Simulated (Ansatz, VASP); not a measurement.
## GaAs: VASP beside Ansatz

```
CELL_PARAMETERS angstrom
0.00000 2.87269 2.87269
2.87269 0.00000 2.87269
2.87269 2.87269 0.00000
ATOMIC_POSITIONS crystal
Ga 0.00000 0.00000 0.00000
As 0.75000 0.75000 0.75000
```

Alike in both runs: task single point; functional PBE; k mesh 10 × 10 × 10; occupations gaussian, width 0.03 eV; no spin polarisation.

|  | VASP | Ansatz |
| --- | --- | --- |
| version | VASP 6.6.1 | Ansatz 0.2.0 |
| potentials or method | VASP PAW PBE potentials, release 64 (Ga_d, As), cutoff 520 eV | scalar-relativistic, plane waves, PAW |
| valence electrons in the cell | 18 | 28 |

|  | VASP | Ansatz | Ansatz less VASP |
| --- | --- | --- | --- |
| gap on the k mesh at the Fermi level (eV) | 0.16 | 0.16 | -0.003 |
| least direct gap on the mesh (eV) | 0.16 | 0.16 | -0.003 |
| pressure (GPa) | 0.1 | 0.0 | -0.15 |

VASP's potentials hold 18 valence electrons a cell and Ansatz's 28, so a difference there can come from the potentials and not from the codes.
